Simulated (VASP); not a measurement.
Wanted: the native input for a VASP 6.6.1 run.

```
Task                   : single point
Functional             : LDA
Potentials or basis    : VASP PAW LDA potentials, release 64 (Ti_sv, O)
Cutoff                 : 520 eV
k mesh                 : 6 × 6 × 8
Occupations            : gaussian, width 0.01 eV
Spin                   : no spin polarisation
Dipole correction      : no
Further INCAR settings : ALGO = Normal; EDIFF = 1e-07; NBANDS = 33
```

The structure of TiO2 lies in POSCAR:

```
TiO2
1.0
    4.5026797651      0.0000000000      0.0000000000
    0.0000000000      4.5026797651      0.0000000000
    0.0000000000      0.0000000000      2.9373049275
Ti O
2 4
Direct
    0.0000000000      0.0000000000      0.0000000000
    0.5000000000      0.5000000000      0.5000000000
    0.3037510072      0.3037510072      0.0000000000
    0.1962489928      0.8037510072      0.5000000000
    0.6962489928      0.6962489928      0.0000000000
    0.8037510072      0.1962489928      0.5000000000
```

This cell differs from its parent crystal: in-plane strain -0.01, then relaxed in part.

The input as run:

INCAR

```
SYSTEM = TiO2
  PREC = Accurate
  ENCUT = 520
  EDIFF = 1E-7
  ISMEAR = 0
  SIGMA = 0.01
  LREAL = .FALSE.
  LASPH = .TRUE.
  NELM = 100
  ALGO = Normal
  ISIF = 2
  LWAVE = .FALSE.
  LCHARG = .FALSE.
  GGA = CA
  NBANDS = 33
```

KPOINTS

```
Automatic mesh
0
G
  6 6 8
  0 0 0
```

Potentials or basis: VASP PAW LDA potentials, release 64 (Ti_sv, O).

The run is started by

```console
$ cat potpaw_LDA.64/Ti_sv/POTCAR potpaw_LDA.64/O/POTCAR > POTCAR
$ mpirun -np 1 vasp_std > vasp.out
```

It gave:

| Quantity | Value |
| --- | --- |
| Pressure | 4.1 GPa |
| Largest force | 0.030 eV/Å |
| Band gap on the k mesh | 1.83 eV |

Caveat: the cell differs from its parent crystal (in-plane strain -0.01, then relaxed in part); the cell stands under pressure.

Run time: 110 s on 1 thread of Intel Xeon 8259CL (shared host), peak memory 0.2 GiB.
